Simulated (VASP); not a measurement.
# NiGe6Pd (Fm-3m) in VASP: relaxation of cell and atoms with PBE

Aim: the relaxation of cell and atoms of NiGe6Pd with PBE.

Everything below comes from runs of VASP 6.6.1. Logs are shortened: lines on timing, memory, paths and dates and some standing lists are left out, and cuts for length are marked.

## (1) The cell of the first run

It takes space group Fm-3m (No. 225, cubic). The conventional cell has a = 8.344 Å, b = 8.344 Å, c = 8.344 Å, α = 90.00°, β = 90.00°, γ = 90.00°. Within 3.9 Å of Ni (site symmetry m-3m) lie 12 Ge at 2.95 Å. Within 3.9 Å of Ge (site symmetry mmm) lie 2 Ni at 2.95 Å and 8 Ge at 2.95 Å and 2 Pd at 2.95 Å. Within 3.9 Å of Pd (site symmetry m-3m) lie 12 Ge at 2.95 Å.

The cell was generated, and may not be a known phase.

## (2) Relaxation of cell and atoms, PBE, collinear spin, ferromagnetic start

Input file INCAR:

```
  ALGO = Normal
  EDIFF = 1E-6
  EDIFFG = -0.08
  ENCUT = 600
  GGA = PE
  IBRION = 2
  ISIF = 3
  ISMEAR = 0
  ISPIN = 2
  LASPH = T
  LCHARG = F
  LMAXMIX = 4
  LORBIT = 11
  LREAL = F
  LWAVE = F
  MAGMOM = 2 0 0 0 0 0 0 0
  NELM = 150
  NSW = 36
  PREC = Accurate
  SIGMA = 0.2
```

Input file KPOINTS:

```
k-points
0
Gamma
  4 4 4
```

Input file POSCAR:

```
NiGe6Pd
1.0
    0.0000000000      4.1718503400      4.1718503400
    4.1718503400      0.0000000000      4.1718503400
    4.1718503400      4.1718503400      0.0000000000
Ni Ge Pd
1 6 1
Direct
    0.5000000000      0.5000000000      0.5000000000
    0.5000000000      0.0000000000      0.0000000000
    0.0000000000      0.5000000000      0.5000000000
    0.0000000000      0.5000000000      0.0000000000
    0.5000000000      0.0000000000      0.5000000000
    0.0000000000      0.0000000000      0.5000000000
    0.5000000000      0.5000000000      0.0000000000
    0.0000000000      0.0000000000      0.0000000000
```

Potentials or basis: VASP PAW PBE potentials, release 64 (Ni, Ge_d, Pd).

Started as:

```console
$ cat potpaw_PBE.64/Ni/POTCAR potpaw_PBE.64/Ge_d/POTCAR potpaw_PBE.64/Pd/POTCAR > POTCAR
$ mpirun -np 1 vasp_std > vasp.out
```

OUTCAR:

```text
EDIFF = 1E-6
   EDIFFG = -0.08
   ENCUT = 600
   GGA = PE
   IBRION = 2
   ISIF = 3
   ISMEAR = 0
   ISPIN = 2
   LASPH = T
   LORBIT = 11
   LREAL = F
   NELM = 150
   NSW = 36
   PREC = Accurate

 ion  position               nearest neighbor table
   1  0.500  0.500  0.500-   3 2.95   5 2.95   7 2.95   2 2.95   4 2.95   7 2.95   2 2.95   5 2.95
                             6 2.95   3 2.95   4 2.95   6 2.95
   2  0.500  0.000  0.000-   8 2.95   1 2.95   1 2.95   8 2.95
   3  0.000  0.500  0.500-   1 2.95   8 2.95   8 2.95   1 2.95
   4  0.000  0.500  0.000-   8 2.95   1 2.95   8 2.95   1 2.95
   5  0.500  0.000  0.500-   1 2.95   8 2.95   1 2.95   8 2.95
   6  0.000  0.000  0.500-   8 2.95   8 2.95   1 2.95   1 2.95
   7  0.500  0.500  0.000-   1 2.95   1 2.95   8 2.95   8 2.95
   8  0.000  0.000  0.000-   2 2.95   4 2.95   6 2.95   3 2.95   5 2.95   6 2.95   3 2.95   4 2.95
                             7 2.95   2 2.95   5 2.95   7 2.95

  LATTYP: Found a face centered cubic cell.
 ALAT       =     8.3437006800

  Lattice vectors:

 A1 = (   0.0000000000,   4.1718503400,   4.1718503400)
 A2 = (   4.1718503400,   0.0000000000,   4.1718503400)
 A3 = (   4.1718503400,   4.1718503400,   0.0000000000)

Analysis of symmetry for initial positions (statically):
=====================================================================
 Subroutine PRICEL returns:
 Original cell was already a primitive cell.

 Routine SETGRP: Setting up the symmetry group for a
 face centered cubic supercell.

 Subroutine GETGRP returns: Found 48 space group operations
 (whereof 48 operations were pure point group operations)
 out of a pool of 48 trial point group operations.

The static configuration has the point symmetry O_h .

Analysis of symmetry for dynamics (positions and initial velocities):
=====================================================================
 Subroutine PRICEL returns:
 Original cell was already a primitive cell.

 Routine SETGRP: Setting up the symmetry group for a
 face centered cubic supercell.

 Subroutine GETGRP returns: Found 48 space group operations
 (whereof 48 operations were pure point group operations)
 out of a pool of 48 trial point group operations.

The dynamic configuration has the point symmetry O_h .

Analysis of structural, dynamic, and magnetic symmetry:
=====================================================================
 Subroutine PRICEL returns:
 Original cell was already a primitive cell.

 Routine SETGRP: Setting up the symmetry group for a
 face centered cubic supercell.

 Subroutine GETGRP returns: Found 48 space group operations
 (whereof 48 operations were pure point group operations)
 out of a pool of 48 trial point group operations.

The overall configuration has the point symmetry O_h .

 Subroutine INISYM returns: Found 48 space group operations
 (whereof 48 operations are pure point group operations),
 and found     1 'primitive' translations

----------------------------------------------------------------------------------------

                                     Primitive cell

  volume of cell :     145.2166

  direct lattice vectors                    reciprocal lattice vectors
     0.000000000  4.171850340  4.171850340    -0.119850896  0.119850896  0.119850896
     4.171850340  0.000000000  4.171850340     0.119850896 -0.119850896  0.119850896
     4.171850340  4.171850340  0.000000000     0.119850896  0.119850896 -0.119850896

  length of vectors
     5.899887331  5.899887331  5.899887331     0.207587841  0.207587841  0.207587841

  position of ions in fractional coordinates (direct lattice)
     0.500000000  0.500000000  0.500000000
     0.500000000  0.000000000  0.000000000
     0.000000000  0.500000000  0.500000000
     0.000000000  0.500000000  0.000000000
     0.500000000  0.000000000  0.500000000
     0.000000000  0.000000000  0.500000000
     0.500000000  0.500000000  0.000000000
     0.000000000  0.000000000  0.000000000

  ion indices of the primitive-cell ions
   primitive index   ion index
                 1           1
                 2           2
                 3           3
                 4           4
                 5           5
                 6           6
                 7           7
                 8           8

----------------------------------------------------------------------------------------

 KPOINTS: k-points

Automatic generation of k-mesh.
 Grid dimensions read from file:
 generate k-points for:    4    4    4

 Generating k-lattice:

  Cartesian coordinates                     Fractional coordinates (reciprocal lattice)
    -0.029962724  0.029962724  0.029962724     0.250000000  0.000000000  0.000000000
     0.029962724 -0.029962724  0.029962724     0.000000000  0.250000000  0.000000000
     0.029962724  0.029962724 -0.029962724     0.000000000  0.000000000  0.250000000

  Length of vectors
     0.051896960  0.051896960  0.051896960

  Shift w.r.t. Gamma in fractional coordinates (k-lattice)
     0.000000000  0.000000000  0.000000000

 Subroutine IBZKPT returns following result:
 ===========================================

 Found      8 irreducible k-points:

 Following reciprocal coordinates:
            Coordinates               Weight
  0.000000  0.000000  0.000000      1.000000
  0.250000  0.000000  0.000000      8.000000
  0.500000  0.000000  0.000000      4.000000
  0.250000  0.250000  0.000000      6.000000
  0.500000  0.250000  0.000000     24.000000
 -0.250000  0.250000  0.000000     12.000000
  0.500000  0.500000  0.000000      3.000000
 -0.250000  0.500000  0.250000      6.000000
   k-points           NKPTS =      8   k-points in BZ     NKDIM =      8   number of bands    NBANDS=     63
   number of dos      NEDOS =    301   number of ions     NIONS =      8
   total plane-waves  NPLWV = 110592
   dimension x,y,z NGX =    48 NGY =   48 NGZ =   48
   dimension x,y,z NGXF=    96 NGYF=   96 NGZF=   96
   ions per type =               1   6   1
   NGX,Y,Z   is equivalent  to a cutoff of  13.53, 13.53, 13.53 a.u.
   NGXF,Y,Z  is equivalent  to a cutoff of  27.05, 27.05, 27.05 a.u.
 SYSTEM =  unknown system
   PREC   = accura    normal or accurate (medium, high low for compatibility)
   ISTART =      0    job   : 0-new  1-cont  2-samecut
   ICHARG =      2    charge: 1-file 2-atom 10-const
   ISPIN  =      2    spin polarized calculation?
   LNONCOLLINEAR =      F non collinear calculations
   LSORBIT =      F    spin-orbit coupling
   LASPH  =      T    aspherical Exc in radial PAW
   ENCUT  =  600.0 eV  44.10 Ry    6.64 a.u.  11.78 11.78 11.78*2*pi/ulx,y,z
   NELM   =    150;   NELMIN=  2; NELMDL= -5     # of ELM steps
   EDIFF  = 0.1E-05   stopping-criterion for ELM
   LREAL  =      F    real-space projection
   EDIFFG = -.8E-01   stopping-criterion for IOM
   NSW    =     36    number of steps for IOM
   IBRION =      2    ionic relax: 0-MD 1-quasi-New 2-CG
   NFREE  =      1    steps in history (QN), initial steepest desc. (CG)
   ISIF   =      3    stress and relaxation
   ISYM   =      2    0-nonsym 1-usesym 2-fastsym
   POTIM  = 0.5000    time-step for ionic-motion
   TEBEG  =    0.0;   TEEND  =   0.0 temperature during run
   PSTRESS=    0.0 pullay stress
   NELECT =     104.0000    total number of electrons
   NUPDOWN=      -1.0000    fix difference up-down
   EMIN   =  10.00;   EMAX   =-10.00  energy-range for DOS
   EFERMI =   0.00;   METHOD = LEGACY
   ISMEAR =     0;   SIGMA  =   0.20  broadening in eV -4-tet -1-fermi 0-gaus
   EFERMI_NEDOS =   21; number of points for ismear=-14 and -15
   IALGO  =     38    algorithm
   IMIX   =      4    mixing-type and parameters
     AMIX     =   0.40;   BMIX     =  1.00
     AMIX_MAG =   1.60;   BMIX_MAG =  1.00
  volume/ion in A,a.u.               =      18.15       122.50
  Fermi-wavevector in a.u.,A,eV,Ry     =   1.464695  2.767872 29.189010  2.145332
  Thomas-Fermi vector in A             =   2.580640
   LORBIT       =     11    0 simple, 1 ext, 2 COOP (PROOUT), +10 PAW based schemes
   GGA     = PE    functional components
   LHFCALC =     F    Hartree Fock is set to
   AEXX    =    0.0000 exact exchange contribution
   IVDW    =     0    specifies the selected vdW correction
   LEPSILON=     F    determine dielectric tensor
   LRPA    =     F    only Hartree local field effects (RPA)
 conjugate gradient relaxation of ions
 spin polarized calculation
 Gauss-broadening in eV      SIGMA  =   0.20
  energy-cutoff  :      600.00
  volume of cell :      145.22
 maximum number of plane-waves:      4909
   NGX = 23   NGY = 23   NGZ = 23

--------------------------------------- Ionic step        1  -------------------------------------------

 number of electron     103.9999932 magnetization       0.0053939

 number of electron     103.9999932 magnetization      -0.0001317

 Free energy of the ion-electron system (eV)
  ---------------------------------------------------
  ext. energy  EPLUGINS =         0.00000000
  ---------------------------------------------------
  free energy    TOTEN  =       -36.22960472 eV

  energy without entropy =      -36.12425376  energy(sigma->0) =      -36.17692924

------------------------ aborting loop because EDIFF is reached ----------------------------------------

  FORCE on cell =-STRESS in cart. coord.  units (eV):
  Direction    XX          YY          ZZ          XY          YZ          ZX
  --------------------------------------------------------------------------------------
  -------------------------------------------------------------------------------------
  Total       -3.9519281     -3.9519281     -3.9519281      0.0000000      0.0000000     -0.0000000
  in kB      -43.6017037    -43.6017037    -43.6017037      0.0000000      0.0000000     -0.0000000
  external PRESSURE =     -43.6017037 kB  Pullay stress =       0.0000000 kB
[... 75 lines left out ...]
 number of electron     104.0000047 magnetization       0.0000003

 number of electron     104.0000047 magnetization      -0.0000005

 Free energy of the ion-electron system (eV)
  ---------------------------------------------------
  ext. energy  EPLUGINS =         0.00000000
  ---------------------------------------------------
  free energy    TOTEN  =       -36.35081335 eV

  energy without entropy =      -36.25848328  energy(sigma->0) =      -36.30464832

 E-fermi :   7.6668     XC(G=0): -11.7282

 val. band max:        7.6556375744   @ k =   0.5000   0.5000   0.0000
 cond. band min:       7.7513616220   @ k =   0.5000   0.2500   0.0000
 fundamental gap:      0.0957240476
 Fermi energy:         7.6668327228

 spin component 1

 k-point     1 :       0.0000    0.0000    0.0000
  band No.  band energies     occupation
      1     -17.2432      1.00000
      2     -17.2432      1.00000
      3     -17.2432      1.00000
      4     -17.2315      1.00000
      5     -17.1984      1.00000
      6     -17.1984      1.00000
[... 517 lines left out ...]
     62      11.7204      0.00000
     63      12.4256      0.00000
 Fermi energy:         7.6668327228

 spin component 2

 k-point     1 :       0.0000    0.0000    0.0000
  band No.  band energies     occupation
      1     -17.2432      1.00000
      2     -17.2432      1.00000
      3     -17.2432      1.00000
      4     -17.2315      1.00000
      5     -17.1984      1.00000
      6     -17.1984      1.00000
[... 552 lines left out ...]
  FREE ENERGIE OF THE ION-ELECTRON SYSTEM (eV)
  ---------------------------------------------------
  free  energy   TOTEN  =       -36.3508133549 eV

  energy  without entropy=      -36.2584832759  energy(sigma->0) =      -36.30464832

 reached required accuracy - stopping structural energy minimisation

 total charge

# of ion       s       p       d       tot
------------------------------------------
    1        0.359   0.235   8.429   9.023
    2        1.252   0.927  10.034  12.213
    3        1.252   0.927  10.034  12.213
    4        1.252   0.927  10.034  12.213
    5        1.252   0.927  10.034  12.213
    6        1.252   0.927  10.034  12.213
    7        1.252   0.927  10.034  12.213
    8        0.415   0.352   8.606   9.373
--------------------------------------------------
tot          8.288   6.147  77.240  91.675

 magnetization (x)

# of ion       s       p       d       tot
------------------------------------------
    1        0.000   0.000   0.000   0.000
    2        0.000   0.000  -0.000   0.000
    3        0.000   0.000  -0.000   0.000
    4        0.000   0.000  -0.000   0.000
    5        0.000   0.000  -0.000   0.000
    6        0.000   0.000  -0.000   0.000
    7        0.000   0.000  -0.000   0.000
    8        0.000   0.000  -0.000   0.000
--------------------------------------------------
tot          0.000   0.000   0.000   0.000
```

Wall time 18 min (1 thread of Oxide Virtual Turin-like, shared host); peak memory 0.46 GiB.

What came out:

```
Free energy                                           : -36.3508 eV
Relaxed volume                                        : 17.11 Å³/atom
Relaxed cell                                          : a = 5.785 Å, b = 5.785 Å, c = 5.785 Å, α = 60.00°, β = 60.00°, γ = 60.00°
Space group after relaxing (to 0.1 Å)                 : Fm-3m (No. 225)
Energy gained by relaxing                             : 15.2 meV/atom
Ionic steps                                           : 3
Pressure after relaxing                               : -0.1 GPa
Band gap on the k mesh                                : zero (filled and empty bands overlap)
Net moment                                            : 0.00 μB per cell
Valence electrons inside the program's atomic spheres : Ni 9.02; Ge 12.21; Pd 9.37
```

The path:
```
step  energy change (eV)  largest force (eV/Å)  pressure (GPa)  volume (Å³)
   1              0.0000                0.0000           -4.36       145.22
   2             -0.1148                0.0000            1.29       135.08
   3             -0.1212                0.0000           -0.14       136.92
```

Final structure:
```
Ni Ge Pd
1.0
     0.00000    4.09082    4.09082
     4.09082    0.00000    4.09082
     4.09082    4.09082    0.00000
Ni Ge Pd
1 6 1
Direct
  0.50000 0.50000 0.50000
  0.50000 0.00000 0.00000
  0.00000 0.50000 0.50000
  0.00000 0.50000 0.00000
  0.50000 0.00000 0.50000
  0.00000 0.00000 0.50000
  0.50000 0.50000 0.00000
  0.00000 0.00000 0.00000
```

Levels at points of the mesh, in eV from the Fermi level:
Spin up:
```
           k point  band 51  band 52  band 53  band 54  band 55  band 56
(0.00, 0.00, 0.00)    -1.04    -1.00    -1.00    -0.86     0.53     3.06
(0.50, 0.00, 0.00)    -0.64    -0.64    -0.62    -0.48     2.17     2.17
(0.50, 0.50, 0.00)    -0.16    -0.13    -0.01     0.21     0.69     0.93
```
Spin down:
| k point | band 49 | band 50 | band 51 | band 52 | band 53 | band 54 | band 55 | band 56 | band 57 | band 58 |
| --- | --- | --- | --- | --- | --- | --- | --- | --- | --- | --- |
| (0.00, 0.00, 0.00) | -1.04 | -1.04 | -1.04 | -1.00 | -1.00 | -0.86 | 0.53 | 3.06 | 3.06 | 3.06 |
| (0.50, 0.00, 0.00) | -0.86 | -0.86 | -0.64 | -0.64 | -0.62 | -0.48 | 2.17 | 2.17 | 2.48 | 2.48 |
| (0.50, 0.50, 0.00) | -0.50 | -0.16 | -0.16 | -0.13 | -0.01 | 0.21 | 0.69 | 0.93 | 0.93 | 2.10 |

Caveat: the moments typed at the start vanished in this run.

The gap in the log of VASP goes by the Fermi energy; the results here count the filled bands.